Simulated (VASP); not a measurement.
CdS (Hawleyite):

```
Cd S
1.0
     0.00000    2.95488    2.95488
     2.95488    0.00000    2.95488
     2.95488    2.95488    0.00000
Cd S
1 1
Direct
  0.00000 0.00000 0.00000
  0.75000 0.75000 0.75000
```

Program: VASP 6.6.1. Alike in all runs: task single point; no spin polarisation; cell as given; cutoff (eV) 520; smearing fermi-dirac 0.05 eV.

Q: Order these runs on this cell by their band gap on the k mesh, lowest first.
A. level r2SCAN0; potentials or basis VASP PAW PBE potentials, release 64 (Cd, S); k mesh 4 × 4 × 4; grid for exact exchange (PRECFOCK) Normal
B. level revPBE+D3(BJ); potentials or basis VASP PAW PBE potentials, release 64 (Cd, S); k mesh 8 × 8 × 8
C. level r2SCAN; potentials or basis VASP PAW PBE potentials, release 64 (Cd, S); k mesh 8 × 8 × 8
D. level LDA; potentials or basis VASP PAW LDA potentials, release 64 (Cd, S); k mesh 8 × 8 × 8
E. level BLYP+D4; potentials or basis VASP PAW PBE potentials, release 64 (Cd, S); k mesh 8 × 8 × 8

A: D (0.81 eV), E (1.02 eV), B (1.20 eV), C (1.50 eV), A (3.04 eV).

Caveats: some runs use coarse meshes.
